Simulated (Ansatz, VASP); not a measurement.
## As: VASP beside Ansatz

The input INCAR:

```
ALGO     = Normal         # electronic algorithm
DIPOL    = 0.5 0.5 0.371
EDIFF    = 1E-6           # SCF threshold, eV
ENCUT    = 400            # plane-wave cutoff, eV
GGA      = PE             # functional
GGA_COMPAT= False        
IDIPOL   = 3            
ISIF     = 2              # what is computed and relaxed
ISMEAR   = 0              # smearing method
IVDW     = 12             # dispersion correction
LASPH    = True           # aspherical terms in the spheres
LCHARG   = False          # write CHGCAR
LDIPOL   = True         
LREAL    = False          # projectors in reciprocal space
LWAVE    = False          # write WAVECAR
NBANDS   = 38             # bands
NELM     = 120            # most SCF steps
NELMDL   = -8           
PREC     = Accurate       # precision mode
SIGMA    = 0.05           # smearing width, eV
```

Contents of KPOINTS:

```
k-points
0
Gamma
  9 9 1
```

File POSCAR:

```
As
1.0
    3.5716243461      0.0000000000      0.0000000000
   -1.7858121731      3.0931174165      0.0000000000
    0.0000000000      0.0000000000     20.2951239530
As
4
Direct
    0.3333333333      0.6666666667      0.2217281358
    0.6666666667      0.3333333333      0.2905900940
    1.0000000000      1.0000000000      0.4517125393
    1.3333333333      0.6666666667      0.5205744975
```

Input for Ansatz:

```yaml
crystal:
  lattice:
    - [3.5716242768, 0.0, 0.0]
    - [-1.7858121384, 3.0931173565, 0.0]
    - [0.0, 0.0, 20.295123926]
  atoms:
    - { symbol: As, position: [0.3333333333, 0.6666666667, 0.2217281361] }
    - { symbol: As, position: [0.6666666667, 0.3333333333, 0.2905900937] }
    - { symbol: As, position: [1.0, 1.0, 0.4517125392] }
    - { symbol: As, position: [1.3333333333, 0.6666666667, 0.5205744968] }
basis:
  ecutwfc: 420
kpoints:
  mp_grid: { grid: [9, 9, 1] }
hamiltonian:
  xc: pbe
  dispersion: d3bj
scf:
  occupations: { method: gaussian, width: 0.05 }
output:
  forces: true
  eigenvalues: true
efield:
  axis: 3
  dipole_correction: true
  ramp_width: 0.04
```

Alike in both runs: task single point; functional PBE; dispersion D3(BJ); k mesh 9 × 9 × 1; occupations gaussian, width 0.05 eV; no spin polarisation.

|  | VASP | Ansatz |
| --- | --- | --- |
| version | VASP 6.6.1 | Ansatz 0.2.0 |
| potentials or method | VASP PAW PBE potentials, release 64 (As_d), cutoff 400 eV | scalar-relativistic, plane waves, PAW |
| valence electrons in the cell | 60 | 60 |

Ansatz gave:

| Quantity | Value |
| --- | --- |
| gap on the k mesh at the Fermi level (eV) | 1.01 |
| least direct gap on the mesh (eV) | 1.78 |
| rms of the force components (eV/Å) | 0.023 |

Estimate VASP's values.

gap on the k mesh at the Fermi level (eV): 1.00; least direct gap on the mesh (eV): 1.77; rms of the force components (eV/Å): 0.020.

Atom by atom the forces differ by 0.014 eV/Å (rms over components).
